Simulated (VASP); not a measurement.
Here is a VASP 6.6.1 calculation.

The input INCAR:

```
PREC = Accurate
ENCUT = 600
EDIFF = 1E-6
ISMEAR = 0
SIGMA = 0.02
LREAL = False
LASPH = True
NELM = 120
ALGO = Normal
ISIF = 2
LWAVE = False
LCHARG = False
GGA = PE
NBANDS = 11
GGA_COMPAT = False
```

File KPOINTS:

```
regular mesh
0
Gamma
  10 10 10
```

The input POSCAR:

```
AlN
1.0
    0.0000000000      2.2011342038      2.2011342038
    2.2011342038      0.0000000000      2.2011342038
    2.2011342038      2.2011342038      0.0000000000
Al N
1 1
Direct
    0.0000000000      0.0000000000      0.0000000000
    0.7500000000      0.7500000000      0.7500000000
```

Potentials or basis: VASP PAW PBE potentials, release 64 (Al, N).

Launch:

```sh
$ cat potpaw_PBE.64/Al/POTCAR potpaw_PBE.64/N/POTCAR > POTCAR
$ mpirun -np 1 vasp_std > vasp.out
```

Q: Predict the pressure.

A: -0.3 GPa.

Q: Estimate the band gap on the k mesh.

A: 3.31 eV, indirect (least direct gap 3.99 eV).

A k mesh can miss the band edges.
